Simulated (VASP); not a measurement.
Here is a VASP 6.6.1 calculation.

The input INCAR:

```
SYSTEM = Ge
PREC = Accurate
ENCUT = 520
EDIFF = 1E-6
ISMEAR = 1
SIGMA = 0.021
LREAL = .False.
LASPH = .True.
NELM = 100
ALGO = Normal
ISIF = 2
LWAVE = .False.
LCHARG = .False.
GGA = B5
ALDAX = 1.0
AGGAX = 1.0
AGGAC = 1.0
ALDAC = 0.0
NBANDS = 21
```

File KPOINTS:

```
Automatic mesh
0
Gamma
  6 6 6
  0 0 0
```

Contents of POSCAR:

```
Ge
1.0
   -2.4958980000      2.6508630000      1.4369470000
    2.4958980000     -2.6508630000      1.4369470000
    2.4958980000      2.6508630000     -1.4369470000
Ge
2
Direct
    0.1859430000      0.9359430000      0.2500000000
    0.8140570000      0.0640570000      0.7500000000
```

Potentials or basis: VASP PAW PBE potentials, release 64 (Ge_d).

Command:

```bash
$ cat potpaw_PBE.64/Ge_d/POTCAR > POTCAR
$ mpirun -np 1 vasp_std > vasp.out
```

(1) Estimate the pressure.

(2) What does it give for the largest force?

(3) What does it give for the band gap on the k mesh?

## Answers

(1) 7.9 GPa.

(2) 0.004 eV/Å.

(3) zero (band 14 reaches 8.50 eV, above the bottom of band 15 at 3.67 eV).

Caveat: the k points lie up to 0.42 Å⁻¹ apart; the PAW data sets were made with another functional, which shifts forces and pressure a little.
